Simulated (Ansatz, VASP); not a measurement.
**Li4BrF3: VASP beside Ansatz**

The input INCAR:

```
SYSTEM = Li4BrF3
ALGO     = Normal         ! electronic algorithm
EDIFF    = 1E-6           ! SCF threshold, eV
EDIFFG   = -0.01          ! ionic threshold
ENCUT    = 600            ! plane-wave cutoff, eV
GGA      = PE             ! functional
IBRION   = 2              ! ionic algorithm
ISIF     = 3              ! what is computed and relaxed
ISMEAR   = 0              ! smearing method
LASPH    = .True.         ! aspherical terms in the spheres
LCHARG   = .False.        ! write CHGCAR
LREAL    = .False.        ! projectors in reciprocal space
LWAVE    = .False.        ! write WAVECAR
NELM     = 80             ! most SCF steps
NSW      = 100            ! ionic steps
PREC     = Accurate       ! precision mode
SIGMA    = 0.02           ! smearing width, eV
```

The input KPOINTS:

```
k-points
0
Gamma
  6 4 6
  0 0 0
```

Contents of POSCAR:

```
Li4BrF3
1.0
    3.5146844881      0.0000000000      0.0000000000
    0.0000000000      7.2659641733      0.0000000000
    0.0000000000      0.0000000000      4.0962945510
Li Br F
4 1 3
Direct
    0.0000000000      0.1952024718      0.0612221502
    0.5000000000      0.0000000000      0.5446595905
    0.0000000000      0.8047975282      0.0612221502
    0.5000000000      0.5000000000      0.2973141827
    0.0000000000      0.5000000000      0.7692983999
    0.5000000000      0.2109797190      0.2522120735
    0.0000000000      0.0000000000      0.7618593796
    0.5000000000      0.7890202810      0.2522120735
```

Input for Ansatz:

```yaml
crystal:
  lattice:
    - [3.5146844881, 0.0, 0.0]
    - [0.0, 7.2659641733, 0.0]
    - [0.0, 0.0, 4.096294551]
  atoms:
    - { symbol: Li, position: [0.0, 0.1952024718, 0.0612221502] }
    - { symbol: Li, position: [0.5, 0.0, 0.5446595905] }
    - { symbol: Li, position: [0.0, 0.8047975282, 0.0612221502] }
    - { symbol: Li, position: [0.5, 0.5, 0.2973141827] }
    - { symbol: Br, position: [0.0, 0.5, 0.7692983999] }
    - { symbol: F, position: [0.5, 0.210979719, 0.2522120735] }
    - { symbol: F, position: [0.0, 0.0, 0.7618593796] }
    - { symbol: F, position: [0.5, 0.789020281, 0.2522120735] }
basis:
  ecutwfc: 420
kpoints:
  mp_grid: { grid: [6, 4, 6] }
hamiltonian:
  xc: pbe
scf:
  occupations: { method: gaussian, width: 0.02 }
output:
  forces: true
  stress: true
  eigenvalues: true
  write_density: true
  write_potential: true
  elf: true
  volumetric_format: npy
relax:
  adjacent_minimum: "off"
  f_tol: 0.01
  max_steps: 80
  cell: { stress_tol: 0.05 }
```

Change from the starting cell: species swapped into the Cd4TeSe3 type (Pmm2, No. 25).

Alike in both runs: task relaxation of cell and atoms; functional PBE; k mesh 6 × 4 × 6; occupations gaussian, width 0.02 eV; no spin polarisation.

|  | VASP | Ansatz |
| --- | --- | --- |
| version | VASP 6.6.1 | Ansatz 0.2.0 |
| potentials or method | VASP PAW PBE potentials, release 64 (Li_sv, Br, F), cutoff 600 eV | scalar-relativistic, plane waves, PAW |
| valence electrons in the cell | 40 | 40 |

Ansatz gave:

| Quantity | Value |
| --- | --- |
| gap on the k mesh at the Fermi level, each at its own relaxed structure (eV) | 4.83 |
| relaxed volume (Å³/atom) | 12.88 |
| relaxed length of the cell vector where the two differ most in proportion (Å) | 4.044 |

**Question.** Which values does VASP return?

**Answer.** gap on the k mesh at the Fermi level, each at its own relaxed structure (eV): 4.94; relaxed volume (Å³/atom): 12.74; relaxed length of the cell vector where the two differ most in proportion (Å): 4.000.

Noted on VASP's run: the cutoff is under 1.25 times that of the potentials, so the pressure is a little rough.
